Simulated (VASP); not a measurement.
Write the native input for VASP 6.6.1 that does the following.

```yaml
Task: electric field gradients
Functional: LDA
Potentials_or_basis: VASP PAW LDA potentials, release 64 (V_sv, Pt)
Cutoff: 520 eV
k_mesh: 16 × 16 × 12
Occupations: fermi-dirac, width 0.15 eV
Spin: no spin polarisation
Dipole_correction: no
Further_INCAR_settings: ALGO = Fast; EDIFF = 1e-08; NBANDS = 18
```

The structure of VPt lies in POSCAR:

```
VPt
1.0
    2.6548819647      0.0000000000      0.0000000000
    0.0000000000      2.6548819647      0.0000000000
    0.0000000000      0.0000000000      3.8308134572
V Pt
1 1
Direct
    0.5000000000      0.5000000000      0.5000000000
    0.0000000000      0.0000000000      0.0000000000
```

One way to write it, as run:

INCAR

```
SYSTEM = VPt
PREC = Accurate
ENCUT = 520
EDIFF = 1E-8
ISMEAR = -1
SIGMA = 0.15
LREAL = .False.
LASPH = .True.
NELM = 80
ALGO = Fast
ISIF = 2
LWAVE = .False.
LCHARG = .False.
GGA = CA
LEFG = .True.
NBANDS = 18
```

KPOINTS

```
Automatic mesh
0
Gamma
  16 16 12
  0 0 0
```

Potentials or basis: VASP PAW LDA potentials, release 64 (V_sv, Pt).

The run is started by

```console
$ cat potpaw_LDA.64/V_sv/POTCAR potpaw_LDA.64/Pt/POTCAR > POTCAR
$ mpirun -np 1 vasp_std > vasp.out
```

Results of the run:

The pressure is 0.8 GPa, the band gap on the k mesh is zero (an odd number of electrons rules out a gap without spin polarisation) and the largest electric field gradient by atom is V +9.9; Pt -5.0 V/Å².

Caveat: without QUAD_EFG the Cq values of the log hold for a quadrupole moment of 1 mb, not for the nuclei; spin-orbit coupling is left out, which moves the levels of the heavy elements.

It took 4 min on 1 thread of AMD EPYC 7R43 64-Core Processor (Zen 3) (shared host), peak memory 0.22 GiB.
